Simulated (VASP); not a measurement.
# GaAs: single point with PBE+U

Crystal: GaAs.

```xyz
2
Lattice="0.0000 2.8751 2.8751 2.8751 0.0000 2.8751 2.8751 2.8751 0.0000" Properties=species:S:1:pos:R:3 pbc="T T T"
Ga    0.0000    0.0000    0.0000
As    1.4375    1.4375    1.4375
```

```yaml
Program: VASP 6.6.1
Task: single point
Functional: PBE
Potentials_or_basis: VASP PAW PBE potentials, release 64 (Ga_d, As)
Cutoff: 500 eV
k_mesh: 4 × 4 × 4
Occupations: tetrahedron
Spin: no spin polarisation
Hubbard_terms: Ga d U = 5.0 eV
```

* Pressure: -1.6 GPa
* Band gap on the k mesh: 0.30 eV, direct

Levels at points of the mesh, in eV from the valence-band top:
```
           k point  band 7  band 8  band 9  band 10  band 11  band 12
(0.00, 0.00, 0.00)    0.00    0.00    0.00     0.30     3.82     3.82
(0.50, 0.00, 0.00)   -6.24   -0.99   -0.99     0.96     4.60     4.60
(0.50, 0.50, 0.00)   -6.46   -2.38   -2.38     1.56     1.69     9.82
```

Eigenvalues of the final occupation matrices:
| site | spin | trace | eigenvalues |
| --- | --- | --- | --- |
| site 1 d | 1 | 5.02 | 1.00 1.00 1.01 1.01 1.01 |
| site 1 d | 2 | 5.02 | 1.00 1.00 1.01 1.01 1.01 |

Run time: 5.9 s on 1 thread of Intel(R) Xeon(R) 6975P-C (Granite Rapids), on a shared host, peak memory 0.16 GiB.

Caveat: the k points lie up to 0.47 Å⁻¹ apart; the U is typed as a test and isn't derived for this compound.
